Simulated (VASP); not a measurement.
A run of VASP 6.6.1 is set up as follows.

Contents of POSCAR:

```
ZnO
1.0
    2.9527479643      0.0000000000      0.0000000000
   -1.4763739822      2.5571547481      0.0000000000
    0.0000000000      0.0000000000      5.0841165378
Zn O
2 2
Direct
    0.0000000000      0.0000000000      0.0000000000
    0.0000000000      0.0000000000      0.5000000000
    0.3333333333      0.6666666667      0.2500000000
    0.6666666667      0.3333333333      0.7500000000
```

File INCAR.step1:

```
SYSTEM = ZnO
PREC = Accurate
ENCUT = 520
ISMEAR = 0
SIGMA = 0.01
LREAL = .False.
LASPH = .True.
NELM = 80
NBANDS = 26
GGA = PE
ALGO = Normal
EDIFF = 1E-4
LWAVE = .True.
LCHARG = .False.
```

Contents of INCAR.step2:

```
SYSTEM = ZnO
PREC = Accurate
ENCUT = 520
EDIFF = 1E-7
ISMEAR = 0
SIGMA = 0.01
LREAL = .False.
LASPH = .True.
NELM = 80
ALGO = Normal
ISIF = 2
LWAVE = .False.
LCHARG = .False.
METAGGA = R2SCAN
LMIXTAU = .True.
NBANDS = 26
ISTART = 1
```

Contents of KPOINTS:

```
Automatic mesh
0
Gamma
  12 12 6
  0 0 0
```

Potentials or basis: VASP PAW PBE potentials, release 64 (Zn, O).

Run with:

```console
$ cat potpaw_PBE.64/Zn/POTCAR potpaw_PBE.64/O/POTCAR > POTCAR
$ cp INCAR.step1 INCAR
$ mpirun -np 1 vasp_std > vasp.out
$ cp INCAR.step2 INCAR
$ mpirun -np 1 vasp_std > vasp.out
```

(1) Estimate the pressure.

(2) Predict the band gap on the k mesh.

## Answers

(1) 6.3 GPa.

(2) 1.47 eV, direct.

Caveat: the cell differs from its parent crystal (strain -0.8%); the PAW data sets were made with another functional, which shifts forces and pressure a little.
